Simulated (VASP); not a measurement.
Input of a VASP 6.6.1 run:

The input INCAR:

```
ALGO = Fast ; EDIFF = 1E-7
EDIFFG = -0.01 ; ENCUT = 600
GGA = PE ; IBRION = 2
ISIF = 3 ; ISMEAR = -1
IVDW = 12 ; LASPH = True
LCHARG = False ; LREAL = False
LWAVE = False ; NELM = 80
NSW = 60 ; PREC = Accurate
SIGMA = 0.05
```

Contents of KPOINTS:

```
k-points
0
Gamma
  11 11 3
```

Contents of POSCAR:

```
Re
1.0
    2.7663873939      0.0000000000      0.0000000000
   -1.3831936969      2.3957617598      0.0000000000
    0.0000000000      0.0000000000      8.9388451600
Re
4
Direct
    0.6666666667      0.3333333333      0.7500000000
    0.0000000000      0.0000000000      0.5000000000
    0.3333333333      0.6666666667      0.2500000000
    0.0000000000      0.0000000000      0.0000000000
```

Potentials or basis: VASP PAW PBE potentials, release 64 (Re).

Launch:

```console
$ cat potpaw_PBE.64/Re/POTCAR > POTCAR
$ mpirun -np 1 vasp_std > vasp.out
```

(1) What does it give for the dispersion energy per atom?

(2) Estimate the relaxed volume.

(3) Estimate the relaxed cell.

(4) Predict the space group after relaxing (to 0.05 Å).

## Answers

(1) -0.658 eV.

(2) 14.65 Å³/atom.

(3) a = 2.756 Å, b = 2.756 Å, c = 8.909 Å, α = 90.00°, β = 90.00°, γ = 120.00°.

(4) P6_3/mmc (No. 194).
